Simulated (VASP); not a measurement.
Input of a VASP 6.6.1 run:

POSCAR

```
Be2C
1.0
    0.0000000000      2.1650005600      2.1650005600
    2.1650005600      0.0000000000      2.1650005600
    2.1650005600      2.1650005600      0.0000000000
Be C
2 1
Direct
    0.2500000000      0.2500000000      0.2500000000
    0.7500000000      0.7500000000      0.7500000000
    0.0000000000      0.0000000000      0.0000000000
```

Contents of INCAR.step1:

```
SYSTEM = Be2C
  PREC = Accurate
  ENCUT = 520
  EDIFF = 1E-5
  ISMEAR = 0
  SIGMA = 0.05
  LREAL = .FALSE.
  LASPH = .TRUE.
  NELM = 120
  ALGO = Normal
  ISIF = 2
  LWAVE = .TRUE.
  LCHARG = .FALSE.
  NBANDS = 11
  GGA = PE
  GGA_COMPAT = .FALSE.
```

File INCAR.step2:

```
SYSTEM = Be2C
  PREC = Accurate
  ENCUT = 520
  EDIFF = 1E-6
  ISMEAR = 0
  SIGMA = 0.05
  LREAL = .FALSE.
  LASPH = .TRUE.
  NELM = 120
  ALGO = Normal
  ISIF = 2
  LWAVE = .FALSE.
  LCHARG = .FALSE.
  GGA = PE
  LHFCALC = .TRUE.
  AEXX = 0.1
  PRECFOCK = Normal
  NBANDS = 11
  ISTART = 1
  GGA_COMPAT = .FALSE.
```

The input KPOINTS:

```
Automatic mesh
0
G
  6 6 6
  0 0 0
```

Potentials or basis: VASP PAW PBE potentials, release 64 (Be, C).

Launch:

```bash
$ cat potpaw_PBE.64/Be/POTCAR potpaw_PBE.64/C/POTCAR > POTCAR
$ cp INCAR.step1 INCAR
$ mpirun -np 1 vasp_std > vasp.out
$ cp INCAR.step2 INCAR
$ mpirun -np 1 vasp_std > vasp.out
```

(1) Estimate the pressure.

(2) Predict the band gap on the k mesh.

## Answers

(1) -1.2 GPa.

(2) 1.73 eV (least direct gap 4.80 eV).

Caveat: the PAW data sets were made with another functional, which shifts forces and pressure a little.
